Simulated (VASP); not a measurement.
## Ca: single point with PBE

The system is Ca.

```xyz
1
Lattice="-2.2492 2.2492 2.2492 2.2492 -2.2492 2.2492 2.2492 2.2492 -2.2492" Properties=species:S:1:pos:R:3 pbc="T T T"
Ca    0.0000    0.0000    0.0000
```

This isn't the form of Ca at room conditions, which is fcc.

- Program: VASP 6.6.1
- Task: single point
- Functional: PBE
- Potentials or basis: VASP PAW PBE potentials, release 64 (Ca_sv)
- Cutoff: 520 eV
- k mesh: 17 × 17 × 17
- Occupations: fermi-dirac, width 0.1 eV
- Spin: no spin polarisation

```json
{"Pressure": "-1.1 GPa", "Band gap on the k mesh": "zero (bands 5 and 6 overlap by 0.29 eV)"}
```

Levels at points of the mesh, in eV from the Fermi level:
```
           k point  band 1  band 2  band 3  band 4  band 5  band 6  band 7  band 8  band 9  band 10
(0.00, 0.00, 0.00)  -42.22  -23.14  -23.14  -23.14   -3.91    2.21    2.21    2.21    3.18     3.18
```

It took 40 s on 1 thread of Intel(R) Xeon(R) Platinum 8488C (Sapphire Rapids) (shared host), peak memory 0.22 GiB.
